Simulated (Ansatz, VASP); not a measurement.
**C: VASP beside Ansatz**

```
C
1.0
     2.59032    0.00000    0.00000
     0.00000    3.03183    0.00000
     0.00000    0.00000    7.15000
C
10
Direct
  0.00000 0.50000 0.00000
  0.50000 0.00000 0.50000
  0.73486 0.35155 0.34664
  0.26514 0.35155 0.65336
  0.73486 0.64845 0.65336
  0.26514 0.64845 0.34664
  0.76514 0.14845 0.15336
  0.23486 0.14845 0.84664
  0.76514 0.85155 0.84664
  0.23486 0.85155 0.15336
```

Alike in both runs: functional PBE; k mesh 10 × 8 × 4; occupations gaussian, width 0.02 eV; no spin polarisation.

Ansatz relaxed the structure, and its values are those at the end. VASP's run is a single point on that final structure, the one shown.

```csv
,VASP,Ansatz
version,VASP 6.6.1,Ansatz 0.2.0
potentials or method,"VASP PAW PBE potentials, release 64 (C), cutoff 520 eV","scalar-relativistic, plane waves, PAW"
valence electrons in the cell,40,40
```

```csv
,VASP,Ansatz,Ansatz less VASP
gap on the k mesh at the Fermi level (eV),3.65,3.67,+0.014
least direct gap on the mesh (eV),4.04,4.05,+0.013
pressure (GPa),0.6,0.0,-0.60
rms of the force components (eV/Å),0.019,0.001,-0.0184
```
